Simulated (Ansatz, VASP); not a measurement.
**H in VASP and in Ansatz**

File POSCAR:

```
H
1.0
    1.6485318600     -2.7316882300      0.0000000000
    1.6485318600      2.7316882300      0.0000000000
    0.0000000000      0.0000000000      6.3137686200
H
4
Direct
    0.5678085000      0.4321915000      1.0311917522
    0.4321915000      0.5678085000      0.0004850500
    0.4321915000      0.5678085000      0.4995149500
    0.5678085000      0.4321915000      0.5004850500
```

File INCAR.step1:

```
SYSTEM = H
PREC = Accurate
ENCUT = 520
ISMEAR = 0
SIGMA = 0.05
LREAL = .False.
LASPH = .True.
NELM = 100
NBANDS = 10
GGA = PE
ALGO = Normal
EDIFF = 1E-4
LWAVE = .True.
LCHARG = .False.
```

File INCAR.step2:

```
SYSTEM = H
PREC = Accurate
ENCUT = 520
EDIFF = 1E-7
ISMEAR = 0
SIGMA = 0.05
LREAL = .False.
LASPH = .True.
NELM = 100
ALGO = Normal
ISIF = 2
LWAVE = .False.
LCHARG = .False.
METAGGA = R2SCAN
LMIXTAU = .True.
NBANDS = 10
ISTART = 1
```

Contents of KPOINTS:

```
regular mesh
0
Gamma
  10 10 6
  0 0 0
```

Input for Ansatz:

```yaml
crystal:
  lattice:
    - [1.64853186, -2.73168823, 0.0]
    - [1.64853186, 2.73168823, 0.0]
    - [0.0, 0.0, 6.31376862]
  atoms:
    - { symbol: H, position: [0.5678085, 0.4321915, 1.0311917522] }
    - { symbol: H, position: [0.4321915, 0.5678085, 0.00048505] }
    - { symbol: H, position: [0.4321915, 0.5678085, 0.49951495] }
    - { symbol: H, position: [0.5678085, 0.4321915, 0.50048505] }
basis:
  ecutwfc: 500
kpoints:
  mp_grid: { grid: [10, 10, 6] }
hamiltonian:
  xc: r2scan
scf:
  occupations: { method: gaussian, width: 0.05 }
output:
  forces: true
  stress: true
  eigenvalues: true
  write_density: true
  write_potential: true
  elf: true
  volumetric_format: npy
```

Alike in both runs: task single point; functional r2SCAN; k mesh 10 × 10 × 6; occupations gaussian, width 0.05 eV; no spin polarisation.

|  | VASP | Ansatz |
| --- | --- | --- |
| version | VASP 6.6.1 | Ansatz 0.2.0 |
| potentials or method | VASP PAW PBE potentials, release 64 (H), cutoff 520 eV | scalar-relativistic, plane waves, PAW |
| valence electrons in the cell | 4 | 4 |

|  | VASP | Ansatz | Ansatz less VASP |
| --- | --- | --- | --- |
| gap on the k mesh at the Fermi level (eV) | 8.93 | 8.91 | -0.016 |
| least direct gap on the mesh (eV) | 8.94 | 8.93 | -0.016 |
| pressure (GPa) | -0.5 | -0.4 | +0.16 |
| traceless stress, the component that is largest in VASP (GPa) | -1.09 | -1.09 | -0.001 |
| rms of the force components (eV/Å) | 0.336 | 0.340 | +0.0039 |

VASP's potentials were made for PBE, not for r2SCAN. Atom by atom the forces differ by 0.004 eV/Å (rms over components).
